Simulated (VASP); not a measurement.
# Ta (P6_3/mmc) in VASP: settings compared

The runs below take Ta through single point, with PBEsol, PBE0, PBE.

Program: VASP 6.6.1. These are calculated values, not measurements. Logs are shortened: lines on timing, memory, paths and dates and some standing lists are left out, and cuts for length are marked.

### 1 The cell of the first run

The structure is hexagonal, space group P6_3/mmc (No. 194). The conventional cell has a = 2.900 Å, b = 2.900 Å, c = 5.166 Å, α = 90.00°, β = 90.00°, γ = 120.00°. Within 3.8 Å of Ta (site symmetry -6m2) lie 12 Ta at 2.90 to 3.08 Å.

This isn't the form of Ta at room conditions, which is bcc.

### 2 Single point, PBEsol, non-collinear spin, zero start, spin-orbit coupling

INCAR

```
SYSTEM = Ta
PREC = Accurate ; ENCUT = 500
EDIFF = 1E-6 ; ISMEAR = -1
SIGMA = 0.05 ; LREAL = .FALSE.
LASPH = .TRUE. ; NELM = 200
ALGO = Normal ; ISIF = 2
LWAVE = .FALSE. ; LCHARG = .FALSE.
MAGMOM = 0 0 0 0 0 0 ; LORBIT = 11
LSORBIT = .TRUE. ; GGA_COMPAT = .FALSE.
LORBMOM = .TRUE. ; LMAXMIX = 4
GGA = PS ; NBANDS = 38
```

KPOINTS

```
Automatic mesh
0
G
  8 8 4
  0 0 0
```

POSCAR

```
Ta
1.0
    2.9003720726      0.0000000000      0.0000000000
   -1.4501860363      2.5117958953      0.0000000000
    0.0000000000      0.0000000000      5.1662740000
Ta
2
Direct
    0.3333333333      0.6666666667      0.2500000000
    0.6666666667      0.3333333333      0.7500000000
```

Potentials or basis: VASP PAW PBE potentials, release 64 (Ta_sv_GW).

Started as:

```sh
$ cat potpaw_PBE.64/Ta_sv_GW/POTCAR > POTCAR
$ mpirun -np 1 vasp_ncl > vasp.out
```

OUTCAR:

```text
SYSTEM = Ta
   PREC = Accurate
   ENCUT = 500
   EDIFF = 1E-6
   ISMEAR = -1
   LREAL = .FALSE.
   LASPH = .TRUE.
   NELM = 200
   ISIF = 2
   LORBIT = 11
   LSORBIT = .TRUE.
   GGA = PS

 ion  position               nearest neighbor table
   1  0.333  0.667  0.250-   2 3.08   2 3.08   2 3.08   2 3.08   2 3.08   2 3.08
   2  0.667  0.333  0.750-   1 3.08   1 3.08   1 3.08   1 3.08   1 3.08   1 3.08

  LATTYP: Found a hexagonal cell.
 ALAT       =     2.9003720726
 C/A-ratio  =     1.7812452577

  Lattice vectors:

 A1 = (   2.9003720726,   0.0000000000,   0.0000000000)
 A2 = (  -1.4501860363,   2.5117958953,   0.0000000000)
 A3 = (   0.0000000000,   0.0000000000,   5.1662740000)

Analysis of symmetry for initial positions (statically):
=====================================================================
 Subroutine PRICEL returns:
 Original cell was already a primitive cell.

 Routine SETGRP: Setting up the symmetry group for a
 hexagonal supercell.

 Subroutine GETGRP returns: Found 24 space group operations
 (whereof 12 operations were pure point group operations)
 out of a pool of 24 trial point group operations.

The static configuration has the point symmetry D_3d.
 The point group associated with its full space group is D_6h.

Analysis of symmetry for dynamics (positions and initial velocities):
=====================================================================
 Subroutine PRICEL returns:
 Original cell was already a primitive cell.

 Routine SETGRP: Setting up the symmetry group for a
 hexagonal supercell.

 Subroutine GETGRP returns: Found 24 space group operations
 (whereof 12 operations were pure point group operations)
 out of a pool of 24 trial point group operations.

The dynamic configuration has the point symmetry D_3d.
 The point group associated with its full space group is D_6h.

Analysis of structural, dynamic, and magnetic symmetry:
=====================================================================
 Subroutine PRICEL returns:
 Original cell was already a primitive cell.

 Routine SETGRP: Setting up the symmetry group for a
 hexagonal supercell.

 Subroutine GETGRP returns: Found 24 space group operations
 (whereof 12 operations were pure point group operations)
 out of a pool of 24 trial point group operations.

The overall configuration has the point symmetry D_3d.
 The point group associated with its full space group is D_6h.

 Subroutine INISYM returns: Found 24 space group operations
 (whereof 12 operations are pure point group operations),
 and found     1 'primitive' translations

----------------------------------------------------------------------------------------

                                     Primitive cell

  volume of cell :      37.6370

  direct lattice vectors                    reciprocal lattice vectors
     2.900372073  0.000000000  0.000000000     0.344783350  0.199060760  0.000000000
    -1.450186036  2.511795895  0.000000000     0.000000000  0.398121520  0.000000000
     0.000000000  0.000000000  5.166274000     0.000000000  0.000000000  0.193563098

  length of vectors
     2.900372073  2.900372073  5.166274000     0.398121520  0.398121520  0.193563098

  position of ions in fractional coordinates (direct lattice)
     0.333333333  0.666666667  0.250000000
     0.666666667  0.333333333  0.750000000

  ion indices of the primitive-cell ions
   primitive index   ion index
                 1           1
                 2           2

----------------------------------------------------------------------------------------
[... 114 lines left out ...]

 Free energy of the ion-electron system (eV)
  ---------------------------------------------------
  ext. energy  EPLUGINS =         0.00000000
  ---------------------------------------------------
  free energy    TOTEN  =       -32.41505453 eV

  energy without entropy =      -32.39773941  energy(sigma->0) =      -32.40639697

 E-fermi :  10.1086     XC(G=0): -12.9087

 val. band max:       10.1004827244   @ k =   0.1250   0.0000   0.2500
 cond. band min:      10.1162810550   @ k =   0.0000   0.0000   0.0000
 fundamental gap:      0.0157983306
 Fermi energy:        10.1085783852

 k-point     1 :       0.0000    0.0000    0.0000
  band No.  band energies     occupation
      1     -57.4349      1.00000
      2     -57.4349      1.00000
      3     -57.3764      1.00000
      4     -57.3764      1.00000
      5     -29.2757      1.00000
      6     -29.2757      1.00000
[... 973 lines left out ...]
     37      15.6830      0.00000
     38      15.6830      0.00000

 [... further k-points ...]

------------------------ aborting loop because EDIFF is reached ----------------------------------------

  FORCE on cell =-STRESS in cart. coord.  units (eV):
  Direction    XX          YY          ZZ          XY          YZ          ZX
  --------------------------------------------------------------------------------------
  -------------------------------------------------------------------------------------
  Total       -1.9559596     -1.9559596     -2.0782229      0.0000000      0.0000000      0.0000000
  in kB      -83.2635601    -83.2635601    -88.4682032      0.0000000      0.0000000      0.0000000
  external PRESSURE =     -84.9984411 kB  Pullay stress =       0.0000000 kB

 VOLUME and BASIS-vectors are now :
 -----------------------------------------------------------------------------
  energy-cutoff  :      500.00
  volume of cell :       37.64
      direct lattice vectors                 reciprocal lattice vectors
     2.900372073  0.000000000  0.000000000     0.344783350  0.199060760  0.000000000
    -1.450186036  2.511795895  0.000000000     0.000000000  0.398121520  0.000000000
     0.000000000  0.000000000  5.166274000     0.000000000  0.000000000  0.193563098

 POSITION                                       TOTAL-FORCE (eV/Angst)
 -----------------------------------------------------------------------------------
     -0.00000      1.67453      1.29157         0.000000     -0.000000      0.000000
      1.45019      0.83727      3.87471        -0.000000      0.000000      0.000000
 -----------------------------------------------------------------------------------
    total drift:                               -0.000000      0.000000     -0.000000

  FREE ENERGIE OF THE ION-ELECTRON SYSTEM (eV)
  ---------------------------------------------------
  free  energy   TOTEN  =       -32.4150545250 eV

  energy  without entropy=      -32.3977394058  energy(sigma->0) =      -32.40639697

 orbital moment (x)

 # of ion     p       d       f       tot
 ------------------------------------------------
  1         0.000   0.000   0.000   0.000
  2         0.000   0.000  -0.000   0.000
 ------------------------------------------------
            0.000   0.000  -0.000   0.000

 orbital moment (y)

 # of ion     p       d       f       tot
 ------------------------------------------------
  1         0.000   0.000  -0.000   0.000
  2         0.000   0.000  -0.000   0.000
 ------------------------------------------------
            0.000   0.000  -0.000   0.000

 orbital moment (z)

 # of ion     p       d       f       tot
 ------------------------------------------------
  1         0.000   0.000   0.000   0.000
  2         0.000   0.000   0.000   0.000
 ------------------------------------------------
            0.000   0.000   0.000   0.000

 Spin-Orbit-Coupling matrix elements

 Ion:    1  E_soc:     -2.8879108
 l=   1
     0.0000000    -0.4570245    -0.4571983
    -0.4570245     0.0000000    -0.4570245
    -0.4571983    -0.4570245     0.0000000
 l=   2
     0.0000000    -0.0050084     0.0000000    -0.0050084    -0.0191288
    -0.0050084     0.0000000    -0.0148304    -0.0040288    -0.0050084
     0.0000000    -0.0148304     0.0000000    -0.0148304     0.0000000
    -0.0050084    -0.0040288    -0.0148304     0.0000000    -0.0050084
    -0.0191288    -0.0050084     0.0000000    -0.0050084     0.0000000
 l=   3
     0.0000000    -0.0000039     0.0000000     0.0000000     0.0000000    -0.0000039     0.0000438
    -0.0000039     0.0000000     0.0000115     0.0000000     0.0000115     0.0000025     0.0000059
     0.0000000     0.0000115     0.0000000     0.0000229     0.0000023     0.0000115     0.0000000
     0.0000000     0.0000000     0.0000229     0.0000000     0.0000229     0.0000000     0.0000000
     0.0000000     0.0000115     0.0000023     0.0000229     0.0000000     0.0000115     0.0000000
    -0.0000039     0.0000025     0.0000115     0.0000000     0.0000115     0.0000000     0.0000059
     0.0000438     0.0000059     0.0000000     0.0000000     0.0000000     0.0000059     0.0000000

 Ion:    2  E_soc:     -2.8879108
 l=   1
     0.0000000    -0.4570245    -0.4571983
    -0.4570245     0.0000000    -0.4570245
    -0.4571983    -0.4570245     0.0000000
 l=   2
     0.0000000    -0.0050084     0.0000000    -0.0050084    -0.0191288
    -0.0050084     0.0000000    -0.0148304    -0.0040288    -0.0050084
     0.0000000    -0.0148304     0.0000000    -0.0148304     0.0000000
    -0.0050084    -0.0040288    -0.0148304     0.0000000    -0.0050084
    -0.0191288    -0.0050084     0.0000000    -0.0050084     0.0000000
 l=   3
     0.0000000    -0.0000039     0.0000000     0.0000000     0.0000000    -0.0000039     0.0000438
    -0.0000039     0.0000000     0.0000115     0.0000000     0.0000115     0.0000025     0.0000059
     0.0000000     0.0000115     0.0000000     0.0000229     0.0000023     0.0000115     0.0000000
     0.0000000     0.0000000     0.0000229     0.0000000     0.0000229     0.0000000     0.0000000
     0.0000000     0.0000115     0.0000023     0.0000229     0.0000000     0.0000115     0.0000000
    -0.0000039     0.0000025     0.0000115     0.0000000     0.0000115     0.0000000     0.0000059
     0.0000438     0.0000059     0.0000000     0.0000000     0.0000000     0.0000059     0.0000000

 total charge

# of ion       s       p       d       f       tot
--------------------------------------------------
    1        3.748   6.009   2.313   0.028  12.098
    2        3.748   6.009   2.313   0.028  12.098
--------------------------------------------------
tot          7.496  12.019   4.626   0.056  24.196

 magnetization (x)

# of ion       s       p       d       f       tot
--------------------------------------------------
    1        0.000  -0.000   0.000   0.000   0.000
    2        0.000   0.000   0.000   0.000   0.000
--------------------------------------------------
tot          0.000   0.000   0.000   0.000   0.000

 magnetization (y)

# of ion       s       p       d       f       tot
--------------------------------------------------
    1       -0.000   0.000  -0.000  -0.000  -0.000
    2       -0.000   0.000  -0.000  -0.000  -0.000
--------------------------------------------------
tot         -0.000   0.000  -0.000  -0.000  -0.000

 magnetization (z)

# of ion       s       p       d       f       tot
--------------------------------------------------
    1        0.000   0.000   0.000   0.000   0.000
    2        0.000   0.000   0.000   0.000   0.000
--------------------------------------------------
tot          0.000   0.000   0.000   0.000   0.000
```

It took 76 s on 1 thread of Intel Xeon Platinum 8488C (Sapphire Rapids), shared host; peak memory 0.27 GiB.

What came out:

```
Free energy                                           : -32.4151 eV
Pressure                                              : -8.5 GPa
Net moment                                            : 0.00 μB per cell
Valence electrons inside the program's atomic spheres : Ta 12.10
```

Moments on the atoms (μB; x, y, z):
```
Ta  0.00 0.00 0.00
Ta  0.00 0.00 0.00
```

Caveat: the cell stands under tension; the PAW data sets were made with another functional, which shifts forces and pressure a little.

### 3 Single point, PBE0

This run uses another cell than the first one, of 19.57 Å³/atom.

POSCAR

```
Ta
1.0
    2.9385392399      0.0000000000      0.0000000000
   -1.4692696200      2.5448496318      0.0000000000
    0.0000000000      0.0000000000      5.2342590858
Ta
2
Direct
    0.3333333333      0.6666666667      0.2500000000
    0.6666666667      0.3333333333      0.7500000000
```

INCAR.step1

```
SYSTEM = Ta
PREC = Accurate
ENCUT = 520
EDIFF = 1E-5
ISMEAR = -1
SIGMA = 0.05
LREAL = .False.
LASPH = .True.
NELM = 80
ALGO = Normal
ISIF = 2
LWAVE = .True.
LCHARG = .False.
NBANDS = 18
GGA = PE
```

INCAR.step2

```
SYSTEM = Ta
PREC = Accurate
ENCUT = 520
EDIFF = 1E-6
ISMEAR = -1
SIGMA = 0.05
LREAL = .False.
LASPH = .True.
NELM = 80
ALGO = Normal
ISIF = 2
LWAVE = .False.
LCHARG = .False.
GGA = PE
LHFCALC = .True.
AEXX = 0.25
PRECFOCK = Normal
NBANDS = 18
ISTART = 1
```

KPOINTS

```
regular mesh
0
Gamma
  6 6 4
  0 0 0
```

Potentials or basis: VASP PAW PBE potentials, release 64 (Ta_pv).

Started as:

```sh
$ cat potpaw_PBE.64/Ta_pv/POTCAR > POTCAR
$ cp INCAR.step1 INCAR
$ mpirun -np 1 vasp_std > vasp.out
$ cp INCAR.step2 INCAR
$ mpirun -np 1 vasp_std > vasp.out
```

Wall time 48 min (1 thread of Intel Xeon Platinum 8488C (Sapphire Rapids), shared host); peak memory 0.18 GiB.

It converged, with:

```
Free energy            : -28.4833 eV
Pressure               : -10.9 GPa
Band gap on the k mesh : zero (bands 11 and 12 overlap by 2.93 eV)
```

Stress tensor (GPa, compression positive):
```
 -9.96   0.00   0.00
  0.00  -9.96   0.00
  0.00   0.00 -12.66
```

Levels at points of the mesh, in eV from the Fermi level:
| k point | band 7 | band 8 | band 9 | band 10 | band 11 | band 12 | band 13 | band 14 | band 15 | band 16 |
| --- | --- | --- | --- | --- | --- | --- | --- | --- | --- | --- |
| (0.00, 0.00, 0.00) | -9.34 | -5.74 | -0.82 | -0.73 | 1.54 | 1.54 | 2.26 | 2.26 | 4.26 | 4.26 |
| (0.50, 0.00, 0.00) | -4.70 | -4.45 | -3.75 | -0.99 | -0.32 | 1.19 | 2.01 | 6.80 | 7.56 | 7.81 |
| (0.00, 0.00, 0.50) | -7.39 | -7.39 | -1.62 | -1.62 | 1.68 | 1.68 | 1.68 | 1.68 | 5.67 | 5.67 |
| (0.50, 0.00, 0.50) | -4.90 | -4.90 | -2.69 | -2.69 | 1.83 | 1.83 | 3.79 | 3.79 | 6.55 | 6.55 |

Caveat: the k points lie up to 0.41 Å⁻¹ apart, too coarse for converged energies and pressures of a metal; the PAW data sets were made with another functional, which shifts forces and pressure a little; spin-orbit coupling is left out, which moves the levels of the heavy elements.

(Continued in part 2 of 2.)

The gap in the log of VASP goes by the Fermi energy; the results here count the filled bands.